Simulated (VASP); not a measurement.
# InAs3: single point with PBE

Crystal: InAs3.

```
CELL_PARAMETERS angstrom
0.00000 3.57905 3.57905
3.57905 0.00000 3.57905
3.57905 3.57905 0.00000
ATOMIC_POSITIONS crystal
In 0.00000 0.00000 0.00000
As 0.25000 0.25000 0.25000
As 0.75000 0.75000 0.75000
As 0.50000 0.50000 0.50000
```

This cell differs from its parent crystal: Sb replaced by As, lengths x 0.936, strained.

* Program: VASP 6.6.1
* Task: single point
* Functional: PBE
* Potentials or basis: VASP PAW PBE potentials, release 64 (In_d, As)
* Cutoff: 520 eV
* k mesh: 10 × 10 × 10
* Occupations: gaussian, width 0.1 eV
* Spin: no spin polarisation

| Item | Value |
| --- | --- |
| Pressure | -5.4 GPa |
| Band gap on the k mesh | zero (band 14 reaches 6.52 eV, above the bottom of band 15 at 3.65 eV) |

Levels at points of the mesh, in eV from the Fermi level:
```csv
k point,band 10,band 11,band 12,band 13,band 14,band 15,band 16,band 17,band 18,band 19
"(0.00, 0.00, 0.00)",-2.44,-2.44,-2.36,-2.36,-2.36,-2.04,-0.53,-0.53,-0.53,4.41
"(0.50, 0.00, 0.00)",-3.38,-3.38,-2.58,-2.58,-0.75,0.10,1.78,1.78,3.03,3.78
"(0.50, 0.50, 0.00)",-5.07,-5.07,-0.29,0.67,0.67,1.30,1.32,1.71,1.71,4.90
```

It took 69 s on 1 thread of Intel(R) Xeon(R) Platinum 8488C (Sapphire Rapids), on a shared host, peak memory 0.28 GiB.

Caveat: the cell differs from its parent crystal (Sb replaced by As, lengths x 0.936, strained); spin-orbit coupling is left out, which moves the levels of the heavy elements.
